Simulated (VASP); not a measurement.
# LiF in VASP: a series of runs

LiF is run at these levels: PBE; tasks: single point.

Program: VASP 6.6.1. These are calculated values, not measurements. Logs are shortened: lines on timing, memory, paths and dates and some standing lists are left out, and cuts for length are marked.

## 1. The cell of the first run

The cell holds a wire or tube with vacuum around it, 2 atoms: a = 9.000 Å, b = 9.300 Å, c = 3.409 Å, α = 90.00°, β = 90.00°, γ = 90.00°.

## 2. Single point, PBE, collinear spin

Input file INCAR:

```
  ALGO = Normal
  EDIFF = 1E-6
  ENCUT = 520
  GGA = PE
  ISIF = 2
  ISMEAR = 0
  ISPIN = 2
  LASPH = True
  LCHARG = True
  LELF = True
  LORBIT = 11
  LREAL = False
  LVHAR = True
  LWAVE = False
  MAGMOM = 0.5 0.5
  NBANDS = 16
  NELM = 150
  PREC = Accurate
  SIGMA = 0.05
```

Input file KPOINTS:

```
k-points
0
Gamma
  1 1 18
```

Input file POSCAR:

```
LiF
1.0
    9.0000000000      0.0000000000      0.0000000000
    0.0000000000      9.3000000000      0.0000000000
    0.0000000000      0.0000000000      3.4089450198
Li F
1 1
Direct
    0.5000000000      0.5000000000      0.0000000000
    0.5000000000      0.5000000000      0.5000000000
```

Potentials or basis: VASP PAW PBE potentials, release 64 (Li_sv, F).

The run is started by

```bash
$ cat potpaw_PBE.64/Li_sv/POTCAR potpaw_PBE.64/F/POTCAR > POTCAR
$ mpirun -np 1 vasp_std > vasp.out
```

OUTCAR:

```text
EDIFF = 1E-6
   ENCUT = 520
   GGA = PE
   ISIF = 2
   ISMEAR = 0
   ISPIN = 2
   LASPH = True
   LORBIT = 11
   LREAL = False
   NELM = 150
   PREC = Accurate

 ion  position               nearest neighbor table
   1  0.500  0.500  0.000-   2 1.70   2 1.70
   2  0.500  0.500  0.500-   1 1.70   1 1.70

  LATTYP: Found a simple orthorhombic cell.
 ALAT       =     3.4089450198
 B/A-ratio  =     2.6401129815
 C/A-ratio  =     2.7281167476

  Lattice vectors:

 A1 = (   0.0000000000,   0.0000000000,   3.4089450198)
 A2 = (   9.0000000000,   0.0000000000,   0.0000000000)
 A3 = (   0.0000000000,   9.3000000000,   0.0000000000)

Analysis of symmetry for initial positions (statically):
=====================================================================
 Subroutine PRICEL returns:
 Original cell was already a primitive cell.

 Routine SETGRP: Setting up the symmetry group for a
 simple orthorhombic supercell.

 Subroutine GETGRP returns: Found  8 space group operations
 (whereof  8 operations were pure point group operations)
 out of a pool of  8 trial point group operations.

The static configuration has the point symmetry D_2h.

Analysis of symmetry for dynamics (positions and initial velocities):
=====================================================================
 Subroutine PRICEL returns:
 Original cell was already a primitive cell.

 Routine SETGRP: Setting up the symmetry group for a
 simple orthorhombic supercell.

 Subroutine GETGRP returns: Found  8 space group operations
 (whereof  8 operations were pure point group operations)
 out of a pool of  8 trial point group operations.

The dynamic configuration has the point symmetry D_2h.

Analysis of structural, dynamic, and magnetic symmetry:
=====================================================================
 Subroutine PRICEL returns:
 Original cell was already a primitive cell.

 Routine SETGRP: Setting up the symmetry group for a
 simple orthorhombic supercell.

 Subroutine GETGRP returns: Found  8 space group operations
 (whereof  8 operations were pure point group operations)
 out of a pool of  8 trial point group operations.

The overall configuration has the point symmetry D_2h.

 Subroutine INISYM returns: Found  8 space group operations
 (whereof  8 operations are pure point group operations),
 and found     1 'primitive' translations

----------------------------------------------------------------------------------------

                                     Primitive cell

  volume of cell :     285.3287

  direct lattice vectors                    reciprocal lattice vectors
     9.000000000  0.000000000  0.000000000     0.111111111  0.000000000  0.000000000
     0.000000000  9.300000000  0.000000000     0.000000000  0.107526882  0.000000000
     0.000000000  0.000000000  3.408945020     0.000000000  0.000000000  0.293345887

  length of vectors
     9.000000000  9.300000000  3.408945020     0.111111111  0.107526882  0.293345887

  position of ions in fractional coordinates (direct lattice)
     0.500000000  0.500000000  0.000000000
     0.500000000  0.500000000  0.500000000

  ion indices of the primitive-cell ions
   primitive index   ion index
                 1           1
                 2           2

----------------------------------------------------------------------------------------

 KPOINTS: k-points

Automatic generation of k-mesh.
 Grid dimensions read from file:
 generate k-points for:    1    1   18

 Generating k-lattice:

  Cartesian coordinates                     Fractional coordinates (reciprocal lattice)
     0.111111111  0.000000000  0.000000000     1.000000000  0.000000000  0.000000000
     0.000000000  0.107526882  0.000000000     0.000000000  1.000000000  0.000000000
     0.000000000  0.000000000  0.016296994     0.000000000  0.000000000  0.055555556

  Length of vectors
     0.111111111  0.107526882  0.016296994

  Shift w.r.t. Gamma in fractional coordinates (k-lattice)
     0.000000000  0.000000000  0.000000000

 Subroutine IBZKPT returns following result:
 ===========================================

 Found     10 irreducible k-points:

 Following reciprocal coordinates:
            Coordinates               Weight
  0.000000  0.000000  0.000000      1.000000
  0.000000  0.000000  0.055556      2.000000
  0.000000  0.000000  0.111111      2.000000
  0.000000  0.000000  0.166667      2.000000
  0.000000  0.000000  0.222222      2.000000
  0.000000  0.000000  0.277778      2.000000
  0.000000  0.000000  0.333333      2.000000
  0.000000  0.000000  0.388889      2.000000
  0.000000  0.000000  0.444444      2.000000
  0.000000  0.000000  0.500000      1.000000
   k-points           NKPTS =     10   k-points in BZ     NKDIM =     10   number of bands    NBANDS=     16
   number of dos      NEDOS =    301   number of ions     NIONS =      2
   total plane-waves  NPLWV = 137200
   dimension x,y,z NGX =    70 NGY =   70 NGZ =   28
   dimension x,y,z NGXF=   140 NGYF=  140 NGZF=   56
   ions per type =               1   1
   NGX,Y,Z   is equivalent  to a cutoff of  12.93, 12.51, 13.65 a.u.
   NGXF,Y,Z  is equivalent  to a cutoff of  25.86, 25.03, 27.31 a.u.
 SYSTEM =  unknown system
   PREC   = accura    normal or accurate (medium, high low for compatibility)
   ISTART =      0    job   : 0-new  1-cont  2-samecut
   ICHARG =      2    charge: 1-file 2-atom 10-const
   ISPIN  =      2    spin polarized calculation?
   LNONCOLLINEAR =      F non collinear calculations
   LSORBIT =      F    spin-orbit coupling
   LASPH  =      T    aspherical Exc in radial PAW
   ENCUT  =  520.0 eV  38.22 Ry    6.18 a.u.  16.73 17.29  6.34*2*pi/ulx,y,z
   NELM   =    150;   NELMIN=  2; NELMDL= -5     # of ELM steps
   EDIFF  = 0.1E-05   stopping-criterion for ELM
   LREAL  =      F    real-space projection
   EDIFFG = 0.1E-04   stopping-criterion for IOM
   NSW    =      0    number of steps for IOM
   IBRION =     -1    ionic relax: 0-MD 1-quasi-New 2-CG
   NFREE  =      0    steps in history (QN), initial steepest desc. (CG)
   ISIF   =      2    stress and relaxation
   ISYM   =      2    0-nonsym 1-usesym 2-fastsym
   POTIM  = 0.5000    time-step for ionic-motion
   TEBEG  =    0.0;   TEEND  =   0.0 temperature during run
   PSTRESS=    0.0 pullay stress
   NELECT =      10.0000    total number of electrons
   NUPDOWN=      -1.0000    fix difference up-down
   EMIN   =  10.00;   EMAX   =-10.00  energy-range for DOS
   EFERMI =   0.00;   METHOD = LEGACY
   ISMEAR =     0;   SIGMA  =   0.05  broadening in eV -4-tet -1-fermi 0-gaus
   EFERMI_NEDOS =   21; number of points for ismear=-14 and -15
   IALGO  =     38    algorithm
   IMIX   =      4    mixing-type and parameters
     AMIX     =   0.40;   BMIX     =  1.00
     AMIX_MAG =   1.60;   BMIX_MAG =  1.00
  volume/ion in A,a.u.               =     142.66       962.75
  Fermi-wavevector in a.u.,A,eV,Ry     =   0.535747  1.012415  3.905209  0.287025
  Thomas-Fermi vector in A             =   1.560751
   LORBIT       =     11    0 simple, 1 ext, 2 COOP (PROOUT), +10 PAW based schemes
   GGA     = PE    functional components
   LHFCALC =     F    Hartree Fock is set to
   AEXX    =    0.0000 exact exchange contribution
   IVDW    =     0    specifies the selected vdW correction
   LEPSILON=     F    determine dielectric tensor
   LRPA    =     F    only Hartree local field effects (RPA)
 spin polarized calculation
 Gauss-broadening in eV      SIGMA  =   0.05
  energy-cutoff  :      520.00
  volume of cell :      285.33
 maximum number of plane-waves:      7711
 NGX is ok and might be reduce to    70
   NGX = 33   NGY = 35   NGZ = 13

 number of electron      10.0000000 magnetization       1.0000000

 number of electron       9.9999990 magnetization       0.0000220

 number of electron       9.9999990 magnetization      -0.0000050

 Free energy of the ion-electron system (eV)
  ---------------------------------------------------
  ext. energy  EPLUGINS =         0.00000000
  ---------------------------------------------------
  free energy    TOTEN  =        -8.85665255 eV

  energy without entropy =       -8.85665255  energy(sigma->0) =       -8.85665255

 E-fermi :  -6.9291     XC(G=0):  -1.3902

 val. band max:       -7.2244447655   @ k =   0.0000   0.0000   0.5000
 cond. band min:      -0.7163126753   @ k =   0.0000   0.0000   0.0000
 fundamental gap:      6.5081320902
 Fermi energy:        -6.9291118458

 spin component 1

 k-point     1 :       0.0000    0.0000    0.0000
  band No.  band energies     occupation
      1     -48.5463      1.00000
      2     -25.8559      1.00000
      3      -8.3815      1.00000
      4      -7.4517      1.00000
      5      -7.4516      1.00000
      6      -0.7084      0.00000
[... 8 lines left out ...]
     15       5.9431      0.00000
     16       5.9643      0.00000
[... 153 lines left out ...]
 k-point    10 :       0.0000    0.0000    0.5000
  band No.  band energies     occupation
      1     -48.5366      1.00000
      2     -26.0166      1.00000
      3      -7.8171      1.00000
      4      -7.2245      1.00000
      5      -7.2244      1.00000
      6       2.4448      0.00000
[... 8 lines left out ...]
     15       4.9883      0.00000
     16       5.8981      0.00000
 Fermi energy:        -6.9291118458

 spin component 2

 k-point     1 :       0.0000    0.0000    0.0000
  band No.  band energies     occupation
      1     -48.5463      1.00000
      2     -25.8560      1.00000
      3      -8.3815      1.00000
      4      -7.4517      1.00000
      5      -7.4516      1.00000
      6      -0.7163      0.00000
[... 8 lines left out ...]
     15       5.9385      0.00000
     16       5.9465      0.00000
[... 153 lines left out ...]
 k-point    10 :       0.0000    0.0000    0.5000
  band No.  band energies     occupation
      1     -48.5366      1.00000
      2     -26.0166      1.00000
      3      -7.8172      1.00000
      4      -7.2245      1.00000
      5      -7.2245      1.00000
      6       2.4385      0.00000
[... 8 lines left out ...]
     15       4.9350      0.00000
     16       5.8516      0.00000

------------------------ aborting loop because EDIFF is reached ----------------------------------------

  FORCE on cell =-STRESS in cart. coord.  units (eV):
  Direction    XX          YY          ZZ          XY          YZ          ZX
  --------------------------------------------------------------------------------------
  -------------------------------------------------------------------------------------
  Total       -0.0518427     -0.0527227      0.1052120      0.0000000      0.0000000     -0.0000000
  in kB       -0.2911068     -0.2960485      0.5907862      0.0000000      0.0000000     -0.0000000
  external PRESSURE =       0.0012103 kB  Pullay stress =       0.0000000 kB

 VOLUME and BASIS-vectors are now :
 -----------------------------------------------------------------------------
  energy-cutoff  :      520.00
  volume of cell :      285.33
      direct lattice vectors                 reciprocal lattice vectors
     9.000000000  0.000000000  0.000000000     0.111111111  0.000000000  0.000000000
     0.000000000  9.300000000  0.000000000     0.000000000  0.107526882  0.000000000
     0.000000000  0.000000000  3.408945020     0.000000000  0.000000000  0.293345887

 POSITION                                       TOTAL-FORCE (eV/Angst)
 -----------------------------------------------------------------------------------
      4.50000      4.65000      0.00000         0.000000      0.000000      0.000000
      4.50000      4.65000      1.70447         0.000000      0.000000      0.000000
 -----------------------------------------------------------------------------------
    total drift:                                0.000000      0.000000      0.000000

  FREE ENERGIE OF THE ION-ELECTRON SYSTEM (eV)
  ---------------------------------------------------
  free  energy   TOTEN  =        -8.8566525474 eV

  energy  without entropy=       -8.8566525474  energy(sigma->0) =       -8.85665255

 total charge

# of ion       s       p       d       tot
------------------------------------------
    1        2.027   0.063   0.000   2.090
    2        1.730   4.389   0.000   6.119
--------------------------------------------------
tot          3.757   4.452   0.000   8.209

 magnetization (x)

# of ion       s       p       d       tot
------------------------------------------
    1       -0.000   0.000   0.000   0.000
    2       -0.000  -0.000   0.000  -0.000
--------------------------------------------------
tot         -0.000  -0.000   0.000  -0.000
```

It took 4.8 min on 1 thread of Oxide Virtual Turin-like, shared host; peak memory 0.44 GiB.

What came out:

```
Free energy                                           : -8.8567 eV
Band gap on the k mesh                                : 6.51 eV (least direct gap 6.74 eV)
Net moment                                            : 0.00 μB per cell
Valence electrons inside the program's atomic spheres : Li 2.09; F 6.12
```

Caveat: the cutoff is under 1.25 times the usual one of these potentials, so pressure, stress and relaxed cells hold a basis-set (Pulay) error.

## 3. Single point, PBE, collinear spin

Input file INCAR:

```
SYSTEM = LiF
PREC     = Accurate       ! precision mode
ENCUT    = 520            ! plane-wave cutoff, eV
EDIFF    = 1E-7           ! SCF threshold, eV
ISMEAR   = 0              ! smearing method
SIGMA    = 0.05           ! smearing width, eV
LREAL    = .False.        ! projectors in reciprocal space
LASPH    = .True.         ! aspherical terms in the spheres
NELM     = 150            ! most SCF steps
ALGO     = Normal         ! electronic algorithm
ISIF     = 2              ! what is computed and relaxed
LWAVE    = .False.        ! write WAVECAR
LCHARG   = .False.        ! write CHGCAR
ISPIN    = 2              ! spin polarisation
MAGMOM   = 0.5 0.5        ! initial moments
LORBIT   = 11             ! projections on sites
GGA      = PE             ! functional
NBANDS   = 16             ! bands
```

Input file KPOINTS:

```
Automatic mesh
0
Gamma
  1 1 18
  0 0 0
```

POSCAR is that of step 2.

Potentials or basis: VASP PAW PBE potentials, release 64 (Li_sv, F).

The run is started by

```bash
$ cat potpaw_PBE.64/Li_sv/POTCAR potpaw_PBE.64/F/POTCAR > POTCAR
$ mpirun -np 1 vasp_std > vasp.out
```

Wall time 5 min (1 thread of Oxide Virtual Turin-like, shared host); peak memory 0.44 GiB.

The run converged. Its results:

```
Free energy                                           : -8.8567 eV
Band gap on the k mesh                                : 6.51 eV (least direct gap 6.74 eV)
Net moment                                            : 0.00 μB per cell
Valence electrons inside the program's atomic spheres : Li 2.09; F 6.12
```

Levels at points of the mesh, in eV from the valence-band top:
Spin up:
```csv
k point,band 1,band 2,band 3,band 4,band 5,band 6,band 7,band 8,band 9,band 10
"(0.00, 0.00, 0.00)",-41.32,-18.63,-1.16,-0.23,-0.23,6.51,8.18,8.26,8.68,8.78
"(0.00, 0.00, 0.50)",-41.31,-18.79,-0.59,0.00,0.00,9.66,9.90,10.10,10.13,11.60
```
Spin down:
```tsv
k point	band 2	band 3	band 4	band 5	band 6	band 7	band 8	band 9
(0.00, 0.00, 0.00)	-18.63	-1.16	-0.23	-0.23	6.51	8.17	8.26	8.67
(0.00, 0.00, 0.50)	-18.79	-0.59	0.00	0.00	9.66	9.90	10.10	10.13
```

Caveat: the cutoff is under 1.25 times the usual one of these potentials, so pressure, stress and relaxed cells hold a basis-set (Pulay) error.

## 4. Single point, PBE, collinear spin

Input file INCAR:

```
  ALGO = Normal
  EDIFF = 1E-6
  ENCUT = 520
  GGA = PE
  ISIF = 2
  ISMEAR = 0
  ISPIN = 2
  LASPH = T
  LCHARG = F
  LORBIT = 11
  LREAL = F
  LWAVE = F
  MAGMOM = 0.5 0.5
  NBANDS = 16
  NELM = 150
  PREC = Accurate
  SIGMA = 0.05
```

Input file KPOINTS:

```
k-points
0
Gamma
  1 1 18
```

Input file POSCAR:

```
LiF
1.0
    9.0000000000      0.0000000000      0.0000000000
    0.0000000000      9.3000000000      0.0000000000
    0.0000000000      0.0000000000      3.4066676188
Li F
1 1
Direct
    0.5000000000      0.5000000000     -0.0174996550
    0.5000000000      0.5000000000      0.4824996550
```

The run is started by

```bash
$ cat potpaw_PBE.64/Li_sv/POTCAR potpaw_PBE.64/F/POTCAR > POTCAR
$ mpirun -np 1 vasp_std > vasp.out
```

It took 4.7 min on 1 thread of Oxide Virtual Turin-like, shared host; peak memory 0.44 GiB.

It converged, with:

```
Free energy                                           : -8.8565 eV
Band gap on the k mesh                                : 6.51 eV (least direct gap 6.74 eV)
Net moment                                            : 0.00 μB per cell
Valence electrons inside the program's atomic spheres : Li 2.09; F 6.12
```

Levels at points of the mesh, in eV from the valence-band top:
Spin up:
| k point | band 1 | band 2 | band 3 | band 4 | band 5 | band 6 | band 7 | band 8 | band 9 | band 10 |
| --- | --- | --- | --- | --- | --- | --- | --- | --- | --- | --- |
| (0.00, 0.00, 0.00) | -41.31 | -18.63 | -1.16 | -0.23 | -0.23 | 6.52 | 8.19 | 8.26 | 8.68 | 8.83 |
| (0.00, 0.00, 0.50) | -41.30 | -18.79 | -0.59 | 0.00 | 0.00 | 9.68 | 9.92 | 10.11 | 10.14 | 11.61 |
Spin down:
| k point | band 1 | band 2 | band 3 | band 4 | band 5 | band 6 | band 7 | band 8 | band 9 | band 10 |
| --- | --- | --- | --- | --- | --- | --- | --- | --- | --- | --- |
| (0.00, 0.00, 0.00) | -41.31 | -18.63 | -1.16 | -0.23 | -0.23 | 6.51 | 8.18 | 8.26 | 8.66 | 8.79 |
| (0.00, 0.00, 0.50) | -41.30 | -18.79 | -0.59 | 0.00 | 0.00 | 9.67 | 9.90 | 10.11 | 10.14 | 11.60 |

Caveat: the cutoff is under 1.25 times the usual one of these potentials, so pressure, stress and relaxed cells hold a basis-set (Pulay) error.

(Part 1 of 2 ends here.)
